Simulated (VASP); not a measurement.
A run of VASP 6.6.1 is set up as follows.

File INCAR:

```
SYSTEM = TePt
  PREC = Accurate
  ENCUT = 520
  EDIFF = 1E-7
  ISMEAR = 0
  SIGMA = 0.15
  LREAL = .FALSE.
  LASPH = .TRUE.
  NELM = 150
  ALGO = Normal
  ISIF = 2
  LWAVE = .FALSE.
  LCHARG = .TRUE.
  ISPIN = 2
  MAGMOM = 0 0 0.5 0.5
  LORBIT = 11
  NUPDOWN = 1.0
  LMAXMIX = 4
  LELF = .TRUE.
  LVHAR = .TRUE.
  NBANDS = 28
```

Contents of KPOINTS:

```
regular mesh
0
G
  12 12 8
  0 0 0
```

The input POSCAR:

```
TePt
1.0
    4.0832422724      0.0000000000      0.0000000000
   -2.0416211362      3.5361915377      0.0000000000
    0.0000000000      0.0000000000      5.3532323131
Te Pt
2 2
Direct
    0.3333333333      0.6666666667      0.2500000000
    0.6666666667      0.3333333333      0.7500000000
    0.0000000000      0.0000000000      0.0000000000
    0.0000000000      0.0000000000      0.5000000000
```

Potentials or basis: VASP PAW LDA potentials, release 64 (Te, Pt).

The run is started by

```bash
$ cat potpaw_LDA.64/Te/POTCAR potpaw_LDA.64/Pt/POTCAR > POTCAR
$ mpirun -np 1 vasp_std > vasp.out
```

Estimate the pressure.

15.9 GPa.

Stress tensor (GPa, compression positive):
```
15.53  0.00  0.00
 0.00 15.53  0.00
 0.00  0.00 16.54
```

Caveat: the cell stands under pressure; the total moment is fixed, so each spin has its own Fermi level and the state may be an excited one.
